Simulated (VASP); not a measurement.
## HfO2: single point with PBE+D3(BJ)

Crystal: HfO2.

```
Hf O
1.0
     3.49989    0.00000    0.00000
    -1.74994    3.03099    0.00000
     0.00000    0.00000    2.61083
Hf O
1 2
Direct
  0.00000 0.00000 0.00000
  0.33333 0.66667 0.50000
  0.66667 0.33333 0.50000
```

```yaml
Program: VASP 6.6.1
Task: single point
Functional: PBE
Dispersion: D3(BJ)
Potentials_or_basis: VASP PAW PBE potentials, release 64 (Hf_pv, O)
Cutoff: 600 eV
k_mesh: 7 × 7 × 5
Occupations: gaussian, width 0.02 eV
Spin: no spin polarisation
Dipole_correction: no
Further_INCAR_settings: ALGO = Normal; EDIFF = 1e-06; NBANDS = 18
```

```yaml
Pressure: 15.3 GPa
Band_gap_on_the_k_mesh: zero (band 11 reaches 8.38 eV, above the bottom of band 12 at 6.46 eV)
Dispersion_energy_per_atom: -0.281 eV
```

Stress tensor (GPa, compression positive):
```
15.20  0.00  0.00
 0.00 15.20  0.00
 0.00  0.00 15.35
```

Levels at points of the mesh, in eV from the Fermi level:
```
           k point  band 7  band 8  band 9  band 10  band 11  band 12  band 13  band 14  band 15  band 16
(0.00, 0.00, 0.00)   -7.44   -3.26   -2.90    -1.50    -1.50    -0.66     4.05     5.39     5.39     5.74
```

Run time: 7.5 s on 1 thread of Intel(R) Xeon(R) 6975P-C (Granite Rapids) (shared host), peak memory 0.16 GiB.

Caveat: the k points lie up to 0.48 Å⁻¹ apart; three body term missing; spin-orbit coupling is left out, which moves the levels of the heavy elements; pairwise dispersion overbinds metals, which lowers pressure and volume.
